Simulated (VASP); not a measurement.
Here is a VASP 6.6.1 calculation.

File INCAR:

```
  PREC = Accurate
  ENCUT = 520
  EDIFF = 1E-7
  ISMEAR = -1
  SIGMA = 0.05
  LREAL = F
  LASPH = T
  NELM = 100
  ALGO = Normal
  ISIF = 2
  LWAVE = F
  LCHARG = T
  GGA = PS
  LELF = T
  LVHAR = T
  NBANDS = 17
```

Contents of KPOINTS:

```
regular mesh
0
Gamma
  8 8 8
```

Contents of POSCAR:

```
PbSe
1.0
    0.0000000000      2.7657092116      2.7657092116
    2.7657092116      0.0000000000      2.7657092116
    2.7657092116      2.7657092116      0.0000000000
Pb Se
1 1
Direct
    0.0000000000      0.0000000000      0.0000000000
    0.5000000000      0.5000000000      0.5000000000
```

Potentials or basis: VASP PAW PBE potentials, release 64 (Pb_d, Se).

Launch:

```console
$ cat potpaw_PBE.64/Pb_d/POTCAR potpaw_PBE.64/Se/POTCAR > POTCAR
$ mpirun -np 1 vasp_std > vasp.out
```

Q: Predict the pressure.

A: 30.1 GPa.

Q: Estimate the band gap on the k mesh.

A: 0.74 eV, indirect (least direct gap 0.82 eV).

Caveat: the PAW data sets were made with another functional, which shifts forces and pressure a little; spin-orbit coupling is left out, which moves the levels of the heavy elements. A k mesh can miss the band edges.
